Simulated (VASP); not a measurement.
Ti:

```xyz
1
Lattice="0.0000 1.9244 1.9244 1.9244 0.0000 1.9244 1.9244 1.9244 0.0000" Properties=species:S:1:pos:R:3 pbc="T T T"
Ti    0.0000    0.0000    0.0000
```

Base run:

| Item | Value |
| --- | --- |
| Program | VASP 6.6.1 |
| Functional | PBE |
| Potentials or basis | VASP PAW PBE potentials, release 64 (Ti_sv) |
| Cutoff | 520 eV |
| k mesh | 20 × 20 × 20 |
| Occupations | gaussian, width 0.15 eV |
| Spin | collinear spin, ferromagnetic start |
| Starting moments | [0.25] μB |
| Fixed moment | 0.25 μB |

Its results: pressure 29.4 GPa; site moments Ti +0.18 μB.

**Question.** The run is repeated on the same cell with these changes: fixed moment from 0.25 μB to 0.75 μB; moments at the start from [0.25] to [0.75]. What comes out?

**Answer.** Pressure 32.0 GPa; site moments Ti +0.55 μB.

Caveats: the total moment is fixed, so each spin has its own Fermi level.
